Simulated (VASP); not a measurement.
# Cl (Cmce) in VASP: notebook

The runs below take Cl through single point, relaxation of cell and atoms, with PBE.

Program: VASP 6.6.1. These are calculated values, not measurements. Logs are shortened: lines on timing, memory, paths and dates and some standing lists are left out, and cuts for length are marked.

## (1) The cell of the first run

Symmetry: Cmce, No. 64, orthorhombic system. The conventional cell has a = 7.905 Å, b = 4.295 Å, c = 8.336 Å, α = 90.00°, β = 90.00°, γ = 90.00°. Within 2.7 Å of Cl (site symmetry m) lie 1 Cl at 2.03 Å.

## (2) Single point, PBE

Contents of INCAR:

```
SYSTEM = Cl
PREC = Accurate ; ENCUT = 520
EDIFF = 1E-6 ; ISMEAR = 0
SIGMA = 0.02 ; LREAL = .False.
LASPH = .True. ; NELM = 100
ALGO = Normal ; ISIF = 2
LWAVE = .False. ; LCHARG = .False.
GGA = PE ; NBANDS = 22
```

Contents of KPOINTS:

```
Automatic mesh
0
Gamma
  8 8 4
  0 0 0
```

Contents of POSCAR:

```
Cl
1.0
    3.9523608074     -2.1474170618      0.0000000000
    3.9523608074      2.1474170618      0.0000000000
    0.0000000000      0.0000000000      8.3364627964
Cl
4
Direct
    0.1134491445      0.8865508555      0.1065231886
    0.6134491445      0.3865508555      0.3934768114
    0.8865508555      0.1134491445      0.8934768114
    0.3865508555      0.6134491445      0.6065231886
```

Potentials or basis: VASP PAW PBE potentials, release 64 (Cl).

The run is started by

```console
$ cat potpaw_PBE.64/Cl/POTCAR > POTCAR
$ mpirun -np 1 vasp_std > vasp.out
```

OUTCAR:

```text
SYSTEM = Cl
   PREC = Accurate
   ENCUT = 520
   EDIFF = 1E-6
   ISMEAR = 0
   LREAL = .False.
   LASPH = .True.
   NELM = 100
   ISIF = 2
   GGA = PE

 ion  position               nearest neighbor table
   1  0.113  0.887  0.107-   3 2.03
   2  0.613  0.387  0.393-   4 2.03
   3  0.887  0.113  0.893-   1 2.03
   4  0.387  0.613  0.607-   2 2.03

  LATTYP: Found a base centered orthorhombic cell.
 ALAT       =     4.2948341236
 B/A-ratio  =     1.8405184897
 C/A-ratio  =     1.9410441839

  Lattice vectors:

 A1 = (  -3.9523608074,  -2.1474170618,   0.0000000000)
 A2 = (   3.9523608074,  -2.1474170618,   0.0000000000)
 A3 = (   0.0000000000,   0.0000000000,   8.3364627964)

Analysis of symmetry for initial positions (statically):
=====================================================================
 Subroutine PRICEL returns:
 Original cell was already a primitive cell.

 Routine SETGRP: Setting up the symmetry group for a
 base centered orthorhombic supercell.

 Subroutine GETGRP returns: Found  8 space group operations
 (whereof  4 operations were pure point group operations)
 out of a pool of  8 trial point group operations.

The static configuration has the point symmetry C_2h.
 The point group associated with its full space group is D_2h.

Analysis of symmetry for dynamics (positions and initial velocities):
=====================================================================
 Subroutine PRICEL returns:
 Original cell was already a primitive cell.

 Routine SETGRP: Setting up the symmetry group for a
 base centered orthorhombic supercell.

 Subroutine GETGRP returns: Found  8 space group operations
 (whereof  4 operations were pure point group operations)
 out of a pool of  8 trial point group operations.

The dynamic configuration has the point symmetry C_2h.
 The point group associated with its full space group is D_2h.

 Subroutine INISYM returns: Found  8 space group operations
 (whereof  4 operations are pure point group operations),
 and found     1 'primitive' translations

----------------------------------------------------------------------------------------

                                     Primitive cell

  volume of cell :     141.5092

  direct lattice vectors                    reciprocal lattice vectors
     3.952360807 -2.147417062  0.000000000     0.126506669 -0.232837863  0.000000000
     3.952360807  2.147417062  0.000000000     0.126506669  0.232837863  0.000000000
     0.000000000  0.000000000  8.336462796     0.000000000  0.000000000  0.119954953

  length of vectors
     4.498061359  4.498061359  8.336462796     0.264985675  0.264985675  0.119954953

  position of ions in fractional coordinates (direct lattice)
     0.113449145  0.886550855  0.106523189
     0.613449145  0.386550855  0.393476811
     0.886550855  0.113449145  0.893476811
     0.386550855  0.613449145  0.606523189

  ion indices of the primitive-cell ions
   primitive index   ion index
                 1           1
                 2           2
                 3           3
                 4           4

----------------------------------------------------------------------------------------

 KPOINTS: Automatic mesh

Automatic generation of k-mesh.
 Grid dimensions read from file:
 generate k-points for:    8    8    4

 Generating k-lattice:

  Cartesian coordinates                     Fractional coordinates (reciprocal lattice)
     0.015813334 -0.029104733  0.000000000     0.125000000 -0.000000000  0.000000000
     0.015813334  0.029104733  0.000000000    -0.000000000  0.125000000  0.000000000
     0.000000000  0.000000000  0.029988738     0.000000000  0.000000000  0.250000000

  Length of vectors
     0.033123209  0.033123209  0.029988738

  Shift w.r.t. Gamma in fractional coordinates (k-lattice)
     0.000000000  0.000000000  0.000000000

 Subroutine IBZKPT returns following result:
 ===========================================

 Found     63 irreducible k-points:

 Following reciprocal coordinates:
            Coordinates               Weight
  0.000000  0.000000  0.000000      1.000000
  0.125000  0.000000  0.000000      4.000000
  0.250000  0.000000  0.000000      4.000000
  0.375000 -0.000000  0.000000      4.000000
  0.500000  0.000000  0.000000      2.000000
  0.125000  0.125000  0.000000      2.000000
[... 16 lines left out ...]
  0.125000  0.000000  0.250000      8.000000
  0.250000  0.000000  0.250000      8.000000
 [... further k-points ...]
   k-points           NKPTS =     63   k-points in BZ     NKDIM =     63   number of bands    NBANDS=     22
   number of dos      NEDOS =    301   number of ions     NIONS =      4
   total plane-waves  NPLWV =  82944
   dimension x,y,z NGX =    36 NGY =   36 NGZ =   64
   dimension x,y,z NGXF=    72 NGYF=   72 NGZF=  128
   ions per type =               4
   NGX,Y,Z   is equivalent  to a cutoff of  13.31, 13.31, 12.76 a.u.
   NGXF,Y,Z  is equivalent  to a cutoff of  26.61, 26.61, 25.53 a.u.
 SYSTEM =  Cl
   PREC   = accura    normal or accurate (medium, high low for compatibility)
   ISTART =      0    job   : 0-new  1-cont  2-samecut
   ICHARG =      2    charge: 1-file 2-atom 10-const
   ISPIN  =      1    spin polarized calculation?
   LNONCOLLINEAR =      F non collinear calculations
   LSORBIT =      F    spin-orbit coupling
   LASPH  =      T    aspherical Exc in radial PAW
   ENCUT  =  520.0 eV  38.22 Ry    6.18 a.u.   8.36  8.36 15.50*2*pi/ulx,y,z
   NELM   =    100;   NELMIN=  2; NELMDL= -5     # of ELM steps
   EDIFF  = 0.1E-05   stopping-criterion for ELM
   LREAL  =      F    real-space projection
   EDIFFG = 0.1E-04   stopping-criterion for IOM
   NSW    =      0    number of steps for IOM
   IBRION =     -1    ionic relax: 0-MD 1-quasi-New 2-CG
   NFREE  =      0    steps in history (QN), initial steepest desc. (CG)
   ISIF   =      2    stress and relaxation
   ISYM   =      2    0-nonsym 1-usesym 2-fastsym
   POTIM  = 0.5000    time-step for ionic-motion
   TEBEG  =    0.0;   TEEND  =   0.0 temperature during run
   PSTRESS=    0.0 pullay stress
   NELECT =      28.0000    total number of electrons
   NUPDOWN=      -1.0000    fix difference up-down
   EMIN   =  10.00;   EMAX   =-10.00  energy-range for DOS
   EFERMI =   0.00;   METHOD = LEGACY
   ISMEAR =     0;   SIGMA  =   0.02  broadening in eV -4-tet -1-fermi 0-gaus
   EFERMI_NEDOS =   21; number of points for ismear=-14 and -15
   IALGO  =     38    algorithm
   IMIX   =      4    mixing-type and parameters
     AMIX     =   0.40;   BMIX     =  1.00
     AMIX_MAG =   1.60;   BMIX_MAG =  1.00
  volume/ion in A,a.u.               =      35.38       238.74
  Fermi-wavevector in a.u.,A,eV,Ry     =   0.953965  1.802733 12.381979  0.910050
  Thomas-Fermi vector in A             =   2.082669
   LORBIT       =      0    0 simple, 1 ext, 2 COOP (PROOUT), +10 PAW based schemes
   GGA     = PE    functional components
   LHFCALC =     F    Hartree Fock is set to
   AEXX    =    0.0000 exact exchange contribution
   IVDW    =     0    specifies the selected vdW correction
   LEPSILON=     F    determine dielectric tensor
   LRPA    =     F    only Hartree local field effects (RPA)
 non-spin polarized calculation
 Gauss-broadening in eV      SIGMA  =   0.02
  energy-cutoff  :      520.00
  volume of cell :      141.51
 maximum number of plane-waves:      3843
 NGX is ok and might be reduce to    36
   NGX = 17   NGY = 17   NGZ = 31

 number of electron      28.0000000 magnetization

 Free energy of the ion-electron system (eV)
  ---------------------------------------------------
  ext. energy  EPLUGINS =         0.00000000
  ---------------------------------------------------
  free energy    TOTEN  =        -7.39597463 eV

  energy without entropy =       -7.39597463  energy(sigma->0) =       -7.39597463

 E-fermi :  -1.6894     XC(G=0):  -6.8278

 val. band max:       -1.8122472000   @ k =   0.0000   0.0000   0.0000
 cond. band min:       0.5316787647   @ k =   0.0000   0.0000   0.0000
 fundamental gap:      2.3439259647
 Fermi energy:        -1.6894490552

 k-point     1 :       0.0000    0.0000    0.0000
  band No.  band energies     occupation
      1     -18.2769      2.00000
      2     -18.0485      2.00000
      3     -14.4940      2.00000
      4     -13.8639      2.00000
      5      -7.1724      2.00000
      6      -6.1829      2.00000
[... 14 lines left out ...]
     21       8.6708      0.00000
     22       8.9445      0.00000

 k-point     2 :       0.1250    0.0000    0.0000
  band No.  band energies     occupation
      1     -18.2585      2.00000
      2     -18.0467      2.00000
      3     -14.4730      2.00000
      4     -13.8926      2.00000
      5      -7.1613      2.00000
      6      -6.2415      2.00000
[... 14 lines left out ...]
     21       8.4752      0.00000
     22       8.7070      0.00000

 k-point     3 :       0.2500    0.0000    0.0000
  band No.  band energies     occupation
      1     -18.2098      2.00000
      2     -18.0462      2.00000
      3     -14.4129      2.00000
      4     -13.9721      2.00000
      5      -7.1222      2.00000
      6      -6.4119      2.00000
[... 14 lines left out ...]
     21       8.1795      0.00000
     22       8.6606      0.00000

 k-point     4 :       0.3750   -0.0000    0.0000
  band No.  band energies     occupation
      1     -18.1477      2.00000
      2     -18.0584      2.00000
      3     -14.3208      2.00000
      4     -14.0842      2.00000
      5      -7.0351      2.00000
      6      -6.6505      2.00000
[... 14 lines left out ...]
     21       8.5197      0.00000
     22       9.0273      0.00000

 k-point     5 :       0.5000    0.0000    0.0000
  band No.  band energies     occupation
      1     -18.0926      2.00000
      2     -18.0926      2.00000
      3     -14.2068      2.00000
      4     -14.2068      2.00000
      5      -6.8766      2.00000
      6      -6.8766      2.00000
[... 14 lines left out ...]
     21       8.8150      0.00000
     22       8.8150      0.00000

 k-point     6 :       0.1250    0.1250    0.0000
  band No.  band energies     occupation
      1     -18.2709      2.00000
      2     -18.0443      2.00000
      3     -14.4876      2.00000
      4     -13.8633      2.00000
      5      -7.1641      2.00000
      6      -6.1871      2.00000
[... 14 lines left out ...]
     21       8.3835      0.00000
     22       8.5912      0.00000

 k-point     7 :       0.2500    0.1250    0.0000
  band No.  band energies     occupation
      1     -18.2481      2.00000
      2     -18.0396      2.00000
      3     -14.4617      2.00000
      4     -13.8921      2.00000
      5      -7.1459      2.00000
      6      -6.2505      2.00000
[... 324 lines left out ...]
      6      -6.4492      2.00000
[... 14 lines left out ...]
     21       8.1202      0.00000
     22       8.2346      0.00000

 k-point    21 :       0.5000    0.5000    0.0000
  band No.  band energies     occupation
      1     -18.2356      2.00000
      2     -18.0197      2.00000
      3     -14.4499      2.00000
      4     -13.8599      2.00000
      5      -7.1094      2.00000
      6      -6.2116      2.00000
[... 14 lines left out ...]
     21       7.9141      0.00000
     22       8.5608      0.00000

 k-point    22 :       0.0000    0.0000    0.2500
  band No.  band energies     occupation
      1     -18.2464      2.00000
      2     -18.0853      2.00000
      3     -14.4031      2.00000
      4     -13.9586      2.00000
      5      -7.0432      2.00000
      6      -6.3559      2.00000
[... 14 lines left out ...]
     21       8.8841      0.00000
     22       8.9495      0.00000

 k-point    23 :       0.1250    0.0000    0.2500
  band No.  band energies     occupation
      1     -18.2300      2.00000
      2     -18.0806      2.00000
      3     -14.3893      2.00000
      4     -13.9796      2.00000
      5      -7.0390      2.00000
      6      -6.3959      2.00000
[... 14 lines left out ...]
     21       8.4344      0.00000
     22       8.8428      0.00000

 k-point    24 :       0.2500    0.0000    0.2500
  band No.  band energies     occupation
      1     -18.1874      2.00000
      2     -18.0718      2.00000
      3     -14.3492      2.00000
      4     -14.0379      2.00000
      5      -7.0164      2.00000
      6      -6.5067      2.00000
[... 14 lines left out ...]
     21       8.2977      0.00000
     22       8.6131      0.00000

 [... further k-points ...]

------------------------ aborting loop because EDIFF is reached ----------------------------------------

  FORCE on cell =-STRESS in cart. coord.  units (eV):
  Direction    XX          YY          ZZ          XY          YZ          ZX
  --------------------------------------------------------------------------------------
  -------------------------------------------------------------------------------------
  Total       -0.0389715     -0.1749576     -0.5424359      0.0000000     -0.0000000      0.0000000
  in kB       -0.4412376     -1.9808824     -6.1414963      0.0000000     -0.0000000      0.0000000
  external PRESSURE =      -2.8545388 kB  Pullay stress =       0.0000000 kB

 VOLUME and BASIS-vectors are now :
 -----------------------------------------------------------------------------
  energy-cutoff  :      520.00
  volume of cell :      141.51
      direct lattice vectors                 reciprocal lattice vectors
     3.952360807 -2.147417062  0.000000000     0.126506669 -0.232837863  0.000000000
     3.952360807  2.147417062  0.000000000     0.126506669  0.232837863  0.000000000
     0.000000000  0.000000000  8.336462796     0.000000000  0.000000000  0.119954953

 POSITION                                       TOTAL-FORCE (eV/Angst)
 -----------------------------------------------------------------------------------
      3.95236      1.66017      0.88803         0.000000      0.081935     -0.155984
      3.95236     -0.48725      3.28020         0.000000      0.081935      0.155984
      3.95236     -1.66017      7.44844         0.000000     -0.081935      0.155984
      3.95236      0.48725      5.05626         0.000000     -0.081935     -0.155984
 -----------------------------------------------------------------------------------
    total drift:                               -0.000000      0.000000     -0.000000

  FREE ENERGIE OF THE ION-ELECTRON SYSTEM (eV)
  ---------------------------------------------------
  free  energy   TOTEN  =        -7.3959746268 eV

  energy  without entropy=       -7.3959746268  energy(sigma->0) =       -7.39597463
```

Run time: 2.9 min. Hardware: 1 thread of Intel Xeon 8259CL, shared host; peak memory 0.34 GiB.

Results:

```
Free energy            : -7.3960 eV
Pressure               : -0.3 GPa
Largest force          : 0.176 eV/Å
Band gap on the k mesh : 2.34 eV
```

Forces in eV/Å, atoms in the order of the input:
```
Cl   0.000  0.082 -0.156
Cl   0.000  0.082  0.156
Cl   0.000 -0.082  0.156
Cl   0.000 -0.082 -0.156
```

Stress tensor (GPa, compression positive):
```
-0.04  0.00  0.00
 0.00 -0.20  0.00
 0.00  0.00 -0.61
```

Levels at points of the mesh, in eV from the valence-band top:
| k point | band 12 | band 13 | band 14 | band 15 | band 16 | band 17 |
| --- | --- | --- | --- | --- | --- | --- |
| (0.00, 0.00, 0.00) | -0.35 | -0.20 | 0.00 | 2.34 | 3.09 | 6.19 |
| (0.50, 0.00, 0.00) | -0.53 | -0.31 | -0.31 | 2.93 | 2.93 | 7.96 |
| (0.50, 0.50, 0.00) | -0.85 | -0.21 | -0.04 | 2.41 | 3.04 | 8.46 |
| (0.00, 0.00, 0.50) | -0.60 | -0.17 | -0.17 | 2.66 | 2.66 | 6.73 |
| (0.50, 0.00, 0.50) | -0.38 | -0.14 | -0.14 | 2.74 | 2.74 | 8.13 |
| (0.50, 0.50, 0.50) | -0.62 | -0.42 | -0.42 | 2.69 | 2.69 | 9.07 |

Caveat: this functional lacks dispersion, which holds the molecules together, so the pressure and a relaxed volume are unreliable.

(Part 1 of 2 ends here.)
